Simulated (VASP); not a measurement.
# Si (Fd-3m) in VASP: a series of runs

Runs on Si. Level: PBEsol. Tasks: single point.

Program: VASP 6.6.1. These are calculated values, not measurements. Logs are shortened: lines on timing, memory, paths and dates and some standing lists are left out, and cuts for length are marked.

### 1 The cell of the first run

Symmetry: Fd-3m, No. 227, cubic system. Conventional cell: a = 5.434 Å, b = 5.434 Å, c = 5.434 Å, α = 90.00°, β = 90.00°, γ = 90.00°. Si (site symmetry -43m) has 4 Si at 2.35 Å within 3.1 Å.

### 2 Single point, PBEsol

INCAR reads:

```
SYSTEM = Si
PREC = Accurate
ENCUT = 520
EDIFF = 1E-6
ISMEAR = -1
SIGMA = 0.02
LREAL = .False.
LASPH = .True.
NELM = 60
ALGO = Normal
ISIF = 2
LWAVE = .False.
LCHARG = .True.
GGA = PS
LELF = .True.
LVHAR = .True.
NBANDS = 11
```

KPOINTS reads:

```
Automatic mesh
0
Gamma
  11 11 11
  0 0 0
```

POSCAR reads:

```
Si
1.0
    0.0000000000      2.7169994271      2.7169994271
    2.7169994271      0.0000000000      2.7169994271
    2.7169994271      2.7169994271      0.0000000000
Si
2
Direct
   -0.1250000000     -0.1250000000     -0.1250000000
    0.1250000000      0.1250000000      0.1250000000
```

Potentials or basis: VASP PAW PBE potentials, release 64 (Si).

Command:

```console
cat potpaw_PBE.64/Si/POTCAR > POTCAR
mpirun -np 1 vasp_std > vasp.out
```

OUTCAR:

```text
SYSTEM = Si
   PREC = Accurate
   ENCUT = 520
   EDIFF = 1E-6
   ISMEAR = -1
   LREAL = .False.
   LASPH = .True.
   NELM = 60
   ISIF = 2
   GGA = PS

 ion  position               nearest neighbor table
   1  0.875  0.875  0.875-   2 2.35   2 2.35   2 2.35   2 2.35
   2  0.125  0.125  0.125-   1 2.35   1 2.35   1 2.35   1 2.35

  LATTYP: Found a face centered cubic cell.
 ALAT       =     5.4339988542

  Lattice vectors:

 A1 = (   0.0000000000,   2.7169994271,   2.7169994271)
 A2 = (   2.7169994271,   0.0000000000,   2.7169994271)
 A3 = (   2.7169994271,   2.7169994271,   0.0000000000)

Analysis of symmetry for initial positions (statically):
=====================================================================
 Subroutine PRICEL returns:
 Original cell was already a primitive cell.

 Routine SETGRP: Setting up the symmetry group for a
 face centered cubic supercell.

 Subroutine GETGRP returns: Found 48 space group operations
 (whereof 12 operations were pure point group operations)
 out of a pool of 48 trial point group operations.

The static configuration has the point symmetry D_3d.
 The point group associated with its full space group is O_h .

Analysis of symmetry for dynamics (positions and initial velocities):
=====================================================================
 Subroutine PRICEL returns:
 Original cell was already a primitive cell.

 Routine SETGRP: Setting up the symmetry group for a
 face centered cubic supercell.

 Subroutine GETGRP returns: Found 48 space group operations
 (whereof 12 operations were pure point group operations)
 out of a pool of 48 trial point group operations.

The dynamic configuration has the point symmetry D_3d.
 The point group associated with its full space group is O_h .

 Subroutine INISYM returns: Found 48 space group operations
 (whereof 12 operations are pure point group operations),
 and found     1 'primitive' translations

----------------------------------------------------------------------------------------

                                     Primitive cell

  volume of cell :      40.1142

  direct lattice vectors                    reciprocal lattice vectors
     0.000000000  2.716999427  2.716999427    -0.184026539  0.184026539  0.184026539
     2.716999427  0.000000000  2.716999427     0.184026539 -0.184026539  0.184026539
     2.716999427  2.716999427  0.000000000     0.184026539  0.184026539 -0.184026539

  length of vectors
     3.842417439  3.842417439  3.842417439     0.318743315  0.318743315  0.318743315

  position of ions in fractional coordinates (direct lattice)
     0.875000000  0.875000000  0.875000000
     0.125000000  0.125000000  0.125000000

  ion indices of the primitive-cell ions
   primitive index   ion index
                 1           1
                 2           2

----------------------------------------------------------------------------------------

 KPOINTS: Automatic mesh

Automatic generation of k-mesh.
 Grid dimensions read from file:
 generate k-points for:   11   11   11

 Generating k-lattice:

  Cartesian coordinates                     Fractional coordinates (reciprocal lattice)
    -0.016729685  0.016729685  0.016729685     0.090909091  0.000000000  0.000000000
     0.016729685 -0.016729685  0.016729685     0.000000000  0.090909091  0.000000000
     0.016729685  0.016729685 -0.016729685     0.000000000  0.000000000  0.090909091

  Length of vectors
     0.028976665  0.028976665  0.028976665

  Shift w.r.t. Gamma in fractional coordinates (k-lattice)
     0.000000000  0.000000000  0.000000000

 Subroutine IBZKPT returns following result:
 ===========================================

 Found     56 irreducible k-points:

 Following reciprocal coordinates:
            Coordinates               Weight
  0.000000  0.000000  0.000000      1.000000
  0.090909  0.000000  0.000000      8.000000
  0.181818  0.000000  0.000000      8.000000
  0.272727  0.000000  0.000000      8.000000
  0.363636  0.000000  0.000000      8.000000
  0.454545  0.000000  0.000000      8.000000
[... 16 lines left out ...]
 -0.272727  0.181818  0.000000     24.000000
 -0.181818  0.181818  0.000000     12.000000
 [... further k-points ...]
   k-points           NKPTS =     56   k-points in BZ     NKDIM =     56   number of bands    NBANDS=     11
   number of dos      NEDOS =    301   number of ions     NIONS =      2
   total plane-waves  NPLWV =  27000
   dimension x,y,z NGX =    30 NGY =   30 NGZ =   30
   dimension x,y,z NGXF=    60 NGYF=   60 NGZF=   60
   ions per type =               2
   NGX,Y,Z   is equivalent  to a cutoff of  12.98, 12.98, 12.98 a.u.
   NGXF,Y,Z  is equivalent  to a cutoff of  25.96, 25.96, 25.96 a.u.
 SYSTEM =  Si
   PREC   = accura    normal or accurate (medium, high low for compatibility)
   ISTART =      0    job   : 0-new  1-cont  2-samecut
   ICHARG =      2    charge: 1-file 2-atom 10-const
   ISPIN  =      1    spin polarized calculation?
   LNONCOLLINEAR =      F non collinear calculations
   LSORBIT =      F    spin-orbit coupling
   LASPH  =      T    aspherical Exc in radial PAW
   ENCUT  =  520.0 eV  38.22 Ry    6.18 a.u.   7.14  7.14  7.14*2*pi/ulx,y,z
   NELM   =     60;   NELMIN=  2; NELMDL= -5     # of ELM steps
   EDIFF  = 0.1E-05   stopping-criterion for ELM
   LREAL  =      F    real-space projection
   EDIFFG = 0.1E-04   stopping-criterion for IOM
   NSW    =      0    number of steps for IOM
   IBRION =     -1    ionic relax: 0-MD 1-quasi-New 2-CG
   NFREE  =      0    steps in history (QN), initial steepest desc. (CG)
   ISIF   =      2    stress and relaxation
   ISYM   =      2    0-nonsym 1-usesym 2-fastsym
   POTIM  = 0.5000    time-step for ionic-motion
   TEBEG  =    0.0;   TEEND  =   0.0 temperature during run
   PSTRESS=    0.0 pullay stress
   NELECT =       8.0000    total number of electrons
   NUPDOWN=      -1.0000    fix difference up-down
   EMIN   =  10.00;   EMAX   =-10.00  energy-range for DOS
   EFERMI =   0.00;   METHOD = LEGACY
   ISMEAR =    -1;   SIGMA  =   0.02  broadening in eV -4-tet -1-fermi 0-gaus
   EFERMI_NEDOS =   21; number of points for ismear=-14 and -15
   IALGO  =     38    algorithm
   IMIX   =      4    mixing-type and parameters
     AMIX     =   0.40;   BMIX     =  1.00
     AMIX_MAG =   1.60;   BMIX_MAG =  1.00
  volume/ion in A,a.u.               =      20.06       135.35
  Fermi-wavevector in a.u.,A,eV,Ry     =   0.956471  1.807469 12.447118  0.914837
  Thomas-Fermi vector in A             =   2.085402
   LORBIT       =      0    0 simple, 1 ext, 2 COOP (PROOUT), +10 PAW based schemes
   GGA     = PS    functional components
   LHFCALC =     F    Hartree Fock is set to
   AEXX    =    0.0000 exact exchange contribution
   IVDW    =     0    specifies the selected vdW correction
   LEPSILON=     F    determine dielectric tensor
   LRPA    =     F    only Hartree local field effects (RPA)
 non-spin polarized calculation
  energy-cutoff  :      520.00
  volume of cell :       40.11
 maximum number of plane-waves:      1092
 NGX is ok and might be reduce to    30

 number of electron       8.0000000 magnetization

 Free energy of the ion-electron system (eV)
  ---------------------------------------------------
  ext. energy  EPLUGINS =         0.00000000
  ---------------------------------------------------
  free energy    TOTEN  =       -11.49304479 eV

  energy without entropy =      -11.49304477  energy(sigma->0) =      -11.49304478

 E-fermi :   6.0044     XC(G=0):  -9.5468

 val. band max:        5.7713875485   @ k =   0.0000   0.0000   0.0000
 cond. band min:       6.2527396053   @ k =   0.4545   0.4545   0.0000
 fundamental gap:      0.4813520567
 Fermi energy:         6.0043962874

 k-point     1 :       0.0000    0.0000    0.0000
  band No.  band energies     occupation
      1      -6.2064      2.00000
      2       5.7714      1.99998
      3       5.7714      1.99998
      4       5.7714      1.99998
      5       8.2881      0.00000
      6       8.2881      0.00000
      7       8.2881      0.00000
      8       9.0748      0.00000
      9      13.4589      0.00000
     10      13.4589      0.00000
     11      13.4745      0.00000

 k-point     2 :       0.0909    0.0000    0.0000
  band No.  band energies     occupation
      1      -6.0979      2.00000
      2       4.7744      2.00000
      3       5.6014      2.00000
      4       5.6014      2.00000
      5       8.3097      0.00000
      6       8.5373      0.00000
      7       8.5373      0.00000
      8       9.8587      0.00000
      9      13.1350      0.00000
     10      13.1350      0.00000
     11      13.9386      0.00000

 k-point     3 :       0.1818    0.0000    0.0000
  band No.  band energies     occupation
      1      -5.7764      2.00000
      2       3.0867      2.00000
      3       5.2578      2.00000
      4       5.2578      2.00000
      5       7.9949      0.00000
      6       9.0119      0.00000
      7       9.0119      0.00000
      8      11.4305      0.00000
      9      12.7661      0.00000
     10      12.7661      0.00000
     11      14.6918      0.00000

 k-point     4 :       0.2727    0.0000    0.0000
  band No.  band energies     occupation
      1      -5.2582      2.00000
      2       1.4192      2.00000
      3       4.9333      2.00000
      4       4.9333      2.00000
      5       7.6447      0.00000
      6       9.2512      0.00000
      7       9.2512      0.00000
      8      12.9530      0.00000
      9      13.0538      0.00000
     10      13.0538      0.00000
     11      14.4840      0.00000

 k-point     5 :       0.3636    0.0000    0.0000
  band No.  band energies     occupation
      1      -4.5934      2.00000
      2      -0.0447      2.00000
      3       4.7019      2.00000
      4       4.7019      2.00000
      5       7.3834      0.00000
      6       9.1780      0.00000
      7       9.1780      0.00000
      8      13.4735      0.00000
      9      14.1201      0.00000
     10      14.1201      0.00000
     11      15.1466      0.00000
[... 211 lines left out ...]
 k-point    21 :      -0.4545    0.1818    0.0000
  band No.  band energies     occupation
      1      -3.4911      2.00000
      2      -1.0569      2.00000
      3       2.6470      2.00000
      4       3.9905      2.00000
      5       7.7014      0.00000
      6      10.0260      0.00000
      7      10.4070      0.00000
      8      12.6048      0.00000
      9      14.7621      0.00000
     10      15.2455      0.00000
     11      17.1428      0.00000

 k-point    22 :      -0.3636    0.1818    0.0000
  band No.  band energies     occupation
      1      -3.7809      2.00000
      2      -0.6396      2.00000
      3       2.4896      2.00000
      4       4.2724      2.00000
      5       7.9641      0.00000
      6      10.0084      0.00000
      7      10.1844      0.00000
      8      13.4331      0.00000
      9      13.5029      0.00000
     10      14.3601      0.00000
     11      17.0013      0.00000

 k-point    23 :      -0.2727    0.1818    0.0000
  band No.  band energies     occupation
      1      -4.4594      2.00000
      2       0.4897      2.00000
      3       2.5664      2.00000
      4       4.6645      2.00000
      5       8.3495      0.00000
      6       9.9523      0.00000
      7      10.0551      0.00000
      8      12.0466      0.00000
      9      12.2291      0.00000
     10      15.7668      0.00000
     11      17.5787      0.00000

 k-point    24 :      -0.1818    0.1818    0.0000
  band No.  band energies     occupation
      1      -5.0796      2.00000
      2       1.6907      2.00000
      3       3.0494      2.00000
      4       5.0836      2.00000
      5       8.7024      0.00000
      6       9.4702      0.00000
      7       9.7508      0.00000
      8      11.3624      0.00000
      9      11.7818      0.00000
     10      15.7233      0.00000
     11      16.2459      0.00000

 [... further k-points ...]

------------------------ aborting loop because EDIFF is reached ----------------------------------------

  FORCE on cell =-STRESS in cart. coord.  units (eV):
  Direction    XX          YY          ZZ          XY          YZ          ZX
  --------------------------------------------------------------------------------------
  -------------------------------------------------------------------------------------
  Total        0.0227802      0.0227802      0.0227802      0.0000000     -0.0000000      0.0000000
  in kB        0.9098479      0.9098479      0.9098479      0.0000000     -0.0000000      0.0000000
  external PRESSURE =       0.9098479 kB  Pullay stress =       0.0000000 kB

 VOLUME and BASIS-vectors are now :
 -----------------------------------------------------------------------------
  energy-cutoff  :      520.00
  volume of cell :       40.11
      direct lattice vectors                 reciprocal lattice vectors
     0.000000000  2.716999427  2.716999427    -0.184026539  0.184026539  0.184026539
     2.716999427  0.000000000  2.716999427     0.184026539 -0.184026539  0.184026539
     2.716999427  2.716999427  0.000000000     0.184026539  0.184026539 -0.184026539

 POSITION                                       TOTAL-FORCE (eV/Angst)
 -----------------------------------------------------------------------------------
      4.75475      4.75475      4.75475         0.000000     -0.000000     -0.000000
      0.67925      0.67925      0.67925        -0.000000      0.000000      0.000000
 -----------------------------------------------------------------------------------
    total drift:                               -0.000000      0.000000      0.000000

  FREE ENERGIE OF THE ION-ELECTRON SYSTEM (eV)
  ---------------------------------------------------
  free  energy   TOTEN  =       -11.4930447894 eV

  energy  without entropy=      -11.4930447686  energy(sigma->0) =      -11.49304478
```

It took 38 s on 1 thread of AMD EPYC, shared host; peak memory 0.13 GiB.

Results:

| Property | Result |
| --- | --- |
| Free energy | -11.4930 eV |
| Pressure | 0.1 GPa |
| Band gap on the k mesh | 0.48 eV, indirect (least direct gap 2.52 eV) |

Caveat: the PAW data sets were made with another functional, which shifts forces and pressure a little. A k mesh can miss the band edges.

### 3 Single point, PBEsol

This run uses another cell than the first one: it holds 4 atoms, not 2.

Edit INCAR of step 2 so:

```diff
@@ -3,3 +3,3 @@
 ENCUT = 520
-EDIFF = 1E-6
+EDIFF = 1E-7
 ISMEAR = -1
@@ -16,2 +16,2 @@
 LVHAR = .True.
-NBANDS = 11
+NBANDS = 16
```

KPOINTS reads:

```
regular mesh
0
Gamma
  7 5 7
  0 0 0
```

POSCAR reads:

```
Si
1.0
   -2.7169994271      2.7169994271      0.0000000000
    0.0000000000      0.0000000000      5.4339988542
    2.7169994271      2.7169994271      0.0000000000
Si
4
Direct
    0.5000000000      0.3750000000      0.2500000000
    0.0000000000      0.8750000000      0.7500000000
    0.0000000000      0.1250000000      0.2500000000
    0.5000000000      0.6250000000      0.7500000000
```

Potentials or basis: VASP PAW PBE potentials, release 64 (Si).

Command:

```console
cat potpaw_PBE.64/Si/POTCAR > POTCAR
mpirun -np 1 vasp_std > vasp.out
```

It took 53 s on 1 thread of AMD EPYC, shared host; peak memory 0.15 GiB.

It converged, with:

```yaml
Free_energy: -22.9797 eV
Pressure: 0.1 GPa
Band_gap_on_the_k_mesh: 0.46 eV
```

Levels at points of the mesh, in eV from the valence-band top:
```tsv
k point	band 5	band 6	band 7	band 8	band 9	band 10	band 11	band 12
(0.00, 0.00, 0.00)	-2.87	0.00	0.00	0.00	0.59	0.59	2.52	2.52
```

Caveat: the PAW data sets were made with another functional, which shifts forces and pressure a little. A k mesh can miss the band edges.
